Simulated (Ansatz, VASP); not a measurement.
Hf4H3: VASP beside Ansatz

```xyz
7
Lattice="3.2315 0.0000 0.0000 -1.6157 2.7985 0.0000 0.0000 0.0000 10.8170" Properties=species:S:1:pos:R:3 pbc="T T T"
Hf    1.6157    2.7985   10.6208
Hf    0.0000    1.8657    2.7489
Hf    1.6157    0.9328    5.5506
Hf    0.0000    1.8657    8.0755
H     0.0000    1.8657    0.6923
H     1.6157    2.7985    1.9631
H     1.6157    0.9328    3.4759
```

Alike in both runs: task single point; functional PBE; k mesh 6 × 6 × 2; occupations gaussian, width 0.2 eV; no spin polarisation.

```csv
,VASP,Ansatz
version,VASP 6.6.1,Ansatz 0.2.0
potentials or method,"VASP PAW PBE potentials, release 64 (Hf_pv, H), cutoff 520 eV","scalar-relativistic, plane waves, PAW"
valence electrons in the cell,43,107
```

```csv
,VASP,Ansatz,Ansatz less VASP
gap on the k mesh at the Fermi level (eV),none,none,-
pressure (GPa),-0.7,-0.1,+0.59
"traceless stress, the component that is largest in VASP (GPa)",0.25,0.26,+0.011
rms of the force components (eV/Å),0.015,0.013,-0.0017
```

Atom by atom the forces differ by 0.003 eV/Å (rms over components). A gap of «none» marks a metal or a gap that the smearing closes. VASP's potentials hold 43 valence electrons a cell and Ansatz's 107, so a difference there can come from the potentials and not from the codes.

The k mesh is coarse, so the values compare programs but aren't converged. Spin-orbit coupling is off throughout.
